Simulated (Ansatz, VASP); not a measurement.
# Two plane-wave programs on Ga3As2P

```
Ga P As
1.0
    -1.93745    1.93745    8.21992
     1.93745   -1.93745    8.21992
     1.93745    1.93745   -8.21992
Ga P As
3 1 2
Direct
  0.00000 0.00000 0.00000
  0.66667 0.66667 0.00000
  0.33333 0.33333 0.00000
  0.25000 0.75000 0.50000
  0.58333 0.08333 0.50000
  0.91667 0.41667 0.50000
```

Alike in both runs: task relaxation of cell and atoms; functional PBE; k mesh 6 × 6 × 6; occupations gaussian, width 0.1 eV; no spin polarisation.

|  | VASP | Ansatz |
| --- | --- | --- |
| version | VASP 6.6.1 | Ansatz 0.2.0 |
| potentials or method | VASP PAW PBE potentials, release 64 (Ga_d, P, As), cutoff 600 eV | scalar-relativistic, plane waves, PAW |
| valence electrons in the cell | 54 | 74 |

Ansatz gave:

```
gap on the k mesh at the Fermi level, each at its own relaxed structure (eV) : 0.59
relaxed volume (Å³/atom)                                                     : 22.71
relaxed cell length with the largest relative difference (Å)                 : 8.943
```

Estimate VASP's values.

gap on the k mesh at the Fermi level, each at its own relaxed structure (eV): 0.56; relaxed volume (Å³/atom): 22.79; relaxed cell length with the largest relative difference (Å): 8.953.

VASP's potentials hold 54 valence electrons a cell and Ansatz's 74, so a difference there can come from the potentials and not from the codes.
